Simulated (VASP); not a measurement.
# B4As3N (Pmm2) in VASP: a series of runs, part 2 of 2

VASP 6.6.1. The steps go on from the part before.

## (3) Single point, r2SCAN

File POSCAR:

```
B4As3N
1.0
    3.2162138955      0.0000000000      0.0000000000
    0.0000000000      6.4352532121      0.0000000000
    0.0000000000      0.0000000000      4.4808361368
N B As
1 4 3
Direct
    0.0000000000      0.0000000000      0.0197455240
    0.5000000000      0.0000000000      0.8144476521
    0.0000000000      0.7965119452      0.2230970238
    0.5000000000      0.5000000000      0.7239226834
    0.0000000000      0.2034880548      0.2230970238
    0.5000000000      0.7688850663      0.5009152993
    0.0000000000      0.5000000000     -0.0061405057
    0.5000000000      0.2311149337      0.5009152993
```

File INCAR.step1:

```
SYSTEM = B4As3N
PREC     = Accurate       ! precision mode
ENCUT    = 520            ! plane-wave cutoff, eV
ISMEAR   = 0              ! smearing method
SIGMA    = 0.01           ! smearing width, eV
LREAL    = .False.        ! projectors in reciprocal space
LASPH    = .True.         ! aspherical terms in the spheres
NELM     = 80             ! most SCF steps
NBANDS   = 26             ! bands
GGA      = PE             ! functional
ALGO     = Normal         ! electronic algorithm
EDIFF    = 1E-4           ! SCF threshold, eV
LWAVE    = .True.         ! write WAVECAR
LCHARG   = .False.        ! write CHGCAR
```

File INCAR.step2:

```
SYSTEM = B4As3N
PREC     = Accurate       ! precision mode
ENCUT    = 520            ! plane-wave cutoff, eV
EDIFF    = 1E-7           ! SCF threshold, eV
ISMEAR   = 0              ! smearing method
SIGMA    = 0.01           ! smearing width, eV
LREAL    = .False.        ! projectors in reciprocal space
LASPH    = .True.         ! aspherical terms in the spheres
NELM     = 80             ! most SCF steps
ALGO     = Normal         ! electronic algorithm
ISIF     = 2              ! what is computed and relaxed
LWAVE    = .False.        ! write WAVECAR
LCHARG   = .True.         ! write CHGCAR
METAGGA  = R2SCAN         ! meta-GGA
LMIXTAU  = .True.       
LELF     = .True.         ! ELF
LVHAR    = .True.       
NBANDS   = 26             ! bands
ISTART   = 1
```

File KPOINTS:

```
Automatic mesh
0
Gamma
  8 4 6
  0 0 0
```

Potentials or basis: VASP PAW PBE potentials, release 64 (N, B, As).

Started as:

```console
> cat potpaw_PBE.64/N/POTCAR potpaw_PBE.64/B/POTCAR potpaw_PBE.64/As/POTCAR > POTCAR
> cp INCAR.step1 INCAR
> mpirun -np 1 vasp_std > vasp.out
> cp INCAR.step2 INCAR
> mpirun -np 1 vasp_std > vasp.out
```

It took 4.2 min on 1 thread of Intel Xeon 6975P-C (Granite Rapids), shared host; peak memory 0.28 GiB.

The run converged. Its results:

- Free energy: -82.7295 eV
- Pressure: 0.4 GPa
- Largest force: 0.044 eV/Å
- Band gap on the k mesh: 0.36 eV

Forces on the atoms (eV/Å):
```
N    0.000  0.000 -0.040
B    0.000  0.000  0.044
B    0.000 -0.021 -0.008
B    0.000  0.000 -0.002
B    0.000  0.021 -0.008
As   0.000  0.000 -0.003
As   0.000  0.000  0.020
As   0.000  0.000 -0.003
```

Stress tensor (GPa, compression positive):
```
0.33 0.00 0.00
0.00 0.48 0.00
0.00 0.00 0.42
```

Levels at points of the mesh, in eV from the valence-band top:
| k point | band 12 | band 13 | band 14 | band 15 | band 16 | band 17 | band 18 | band 19 | band 20 | band 21 |
| --- | --- | --- | --- | --- | --- | --- | --- | --- | --- | --- |
| (0.00, 0.00, 0.00) | -3.00 | -1.72 | -1.06 | -0.92 | 0.00 | 0.36 | 1.60 | 3.25 | 3.42 | 3.52 |
| (0.50, 0.00, 0.00) | -4.79 | -4.68 | -4.53 | -2.90 | -1.98 | 1.44 | 1.58 | 1.59 | 2.11 | 3.15 |
| (0.00, 0.50, 0.00) | -3.48 | -3.05 | -2.27 | -1.08 | -0.16 | 1.07 | 2.78 | 3.33 | 3.68 | 3.83 |
| (0.50, 0.50, 0.00) | -4.82 | -4.77 | -4.55 | -4.25 | -3.97 | 2.35 | 2.80 | 3.50 | 3.57 | 4.14 |
| (0.00, 0.00, 0.50) | -2.68 | -2.37 | -1.98 | -1.78 | -1.48 | 0.84 | 1.85 | 2.92 | 4.18 | 4.20 |
| (0.50, 0.00, 0.50) | -6.16 | -3.55 | -2.67 | -2.38 | -1.75 | 1.92 | 3.92 | 4.16 | 4.58 | 4.84 |
| (0.00, 0.50, 0.50) | -3.36 | -2.35 | -2.17 | -1.86 | -1.83 | 1.68 | 3.29 | 4.27 | 4.45 | 5.26 |
| (0.50, 0.50, 0.50) | -4.68 | -4.11 | -3.89 | -3.76 | -3.20 | 3.15 | 3.75 | 4.01 | 4.05 | 5.01 |

Caveat: semilocal functionals underestimate gaps, and a narrow one can read as zero; the PAW data sets were made with another functional, which shifts forces and pressure a little. A k mesh can miss the band edges.

## (4) Relaxation of cell and atoms, PBE

This run uses another cell than the first one, of 10.20 Å³/atom.

File INCAR:

```
SYSTEM = B4As3N
PREC = Accurate
ENCUT = 600
EDIFF = 1E-6
ISMEAR = -1
SIGMA = 0.02
LREAL = .False.
LASPH = .True.
NELM = 100
ALGO = Normal
ISIF = 3
LWAVE = .False.
LCHARG = .False.
GGA = PE
IBRION = 2
NSW = 80
EDIFFG = -0.005
```

KPOINTS is that of step 3.

File POSCAR:

```
B4As3N
1.0
    3.0668428076      0.0000000000      0.0000000000
    0.0000000000      6.1336856152      0.0000000000
    0.0000000000      0.0000000000      4.3371706922
N B As
1 4 3
Direct
    0.0000000000      0.0000000000      0.0000000000
    0.5000000000      0.0000000000      0.7500000000
    0.0000000000      0.7500000000      0.2500000000
    0.5000000000      0.5000000000      0.7500000000
    0.0000000000      0.2500000000      0.2500000000
    0.5000000000      0.7500000000      0.5000000000
    0.0000000000      0.5000000000      0.0000000000
    0.5000000000      0.2500000000      0.5000000000
```

Started as:

```console
> cat potpaw_PBE.64/N/POTCAR potpaw_PBE.64/B/POTCAR potpaw_PBE.64/As/POTCAR > POTCAR
> mpirun -np 1 vasp_std > vasp.out
```

It took 8.5 min on 1 thread of Intel Xeon 6975P-C (Granite Rapids), shared host; peak memory 0.31 GiB.

The run converged. Its results:

```yaml
Free_energy: -48.6466 eV
Relaxed_volume: 11.79 Å³/atom
Relaxed_cell: a = 3.232 Å, b = 6.473 Å, c = 4.508 Å, α = 90.00°, β = 90.00°, γ = 90.00°
Space_group_after_relaxing_to_0.1_Å: Pmm2 (No. 25)
Energy_gained_by_relaxing: 511.0 meV/atom
Ionic_steps: 17
Pressure_after_relaxing: 0.0 GPa
Largest_force_after_relaxing: 0.004 eV/Å
Band_gap_on_the_k_mesh: 0.13 eV
```

Forces on the atoms (eV/Å):
```
N    0.000  0.000 -0.001
B    0.000  0.000 -0.001
B    0.000 -0.002  0.002
B    0.000  0.000  0.004
B    0.000  0.002  0.002
As   0.000  0.003 -0.002
As   0.000  0.000 -0.001
As   0.000 -0.003 -0.002
```

Step by step:
```
step  energy change (eV)  largest force (eV/Å)  pressure (GPa)  volume (Å³)
   1              0.0000                6.1438           43.26        81.59
   2             -1.5346                2.1130          -22.78       118.61
   3             -3.2174                1.8319           -6.97       100.32
   4             -3.2229                1.9177           -5.78        99.52
   5             -3.8480                1.2648           -3.17        96.45
   6             -4.0340                0.7701            1.41        93.67
   7             -4.0411                0.6255            0.31        94.21
   8             -4.0417                0.6377            0.54        94.09
   9             -4.0811                0.3379            0.11        94.26
  10             -4.0819                0.3550            0.14        94.24
  11             -4.0867                0.1010           -0.12        94.41
  12             -4.0869                0.0887           -0.07        94.37
  13             -4.0877                0.0661            0.05        94.32
  14             -4.0877                0.0685            0.07        94.31
  15             -4.0879                0.0065           -0.04        94.36
  16             -4.0879                0.0066           -0.04        94.36
  17             -4.0879                0.0044            0.02        94.32
```

Final structure:
```xyz
8
Lattice="3.2324 0.0000 0.0000 0.0000 6.4734 0.0000 0.0000 0.0000 4.5077" Properties=species:S:1:pos:R:3 pbc="T T T"
N     0.0000    0.0000    0.0897
B     1.6162    0.0000    3.6823
B     0.0000    5.1624    1.0008
B     1.6162    3.2367    3.2601
B     0.0000    1.3110    1.0008
As    1.6162    4.9807    2.2575
As    0.0000    3.2367    4.4822
As    1.6162    1.4927    2.2575
```

Levels at points of the mesh, in eV from the valence-band top:
```
           k point  band 14  band 15  band 16  band 17  band 18  band 19
(0.00, 0.00, 0.00)    -1.04    -0.88     0.00     0.13     1.33     2.86
(0.50, 0.00, 0.00)    -4.20    -2.70    -1.83     1.19     1.24     1.37
(0.00, 0.50, 0.00)    -2.13    -1.00    -0.14     0.77     2.52     3.01
(0.50, 0.50, 0.00)    -4.25    -4.00    -3.69     2.13     2.45     3.16
(0.00, 0.00, 0.50)    -1.82    -1.64    -1.36     0.63     1.58     2.59
(0.50, 0.00, 0.50)    -2.52    -2.25    -1.61     1.60     3.41     3.71
(0.00, 0.50, 0.50)    -2.01    -1.71    -1.71     1.36     2.97     3.88
(0.50, 0.50, 0.50)    -3.67    -3.53    -2.98     2.79     3.28     3.65
```

Caveat: the volume moved by over 15 % at a fixed basis, so the end points are rough; semilocal functionals underestimate gaps, and a narrow one can read as zero. A k mesh can miss the band edges.

## (5) Summary

| task | level | cell | cutoff (eV) | smearing | gap on the mesh (eV) | pressure (GPa) | largest force (eV/Å) |
| --- | --- | --- | --- | --- | --- | --- | --- |
| single point | r2SCAN | a = 3.216, b = 6.435, c = 4.481 Å, 8 atoms, atomic positions A | 520 | fermi-dirac 0.02 eV | 0.36 | 0.4 | 0.04 |
| single point | r2SCAN | a = 3.216, b = 6.435, c = 4.481 Å, 8 atoms, atomic positions A | 520 | gaussian 0.01 eV | 0.36 | 0.4 | 0.04 |
| relaxation of cell and atoms | PBE | relaxed from a = 3.067, b = 6.134, c = 4.337 Å, 8 atoms, atomic positions B | 600 | fermi-dirac 0.02 eV | 0.13 | 0.0 | - |

Alike in all rows: potentials or basis VASP PAW PBE potentials, release 64 (N, B, As); no spin polarisation; k mesh 8 × 4 × 6.

Caveats: semilocal functionals underestimate gaps, and a narrow one can read as zero; the PAW data sets were made with another functional, which shifts forces and pressure a little (at least some runs); the volume moved by over 15 % at a fixed basis, so the end points are rough (at least some runs).

Total energies depend on the potentials used, so only differences within one code and one set of settings carry meaning.
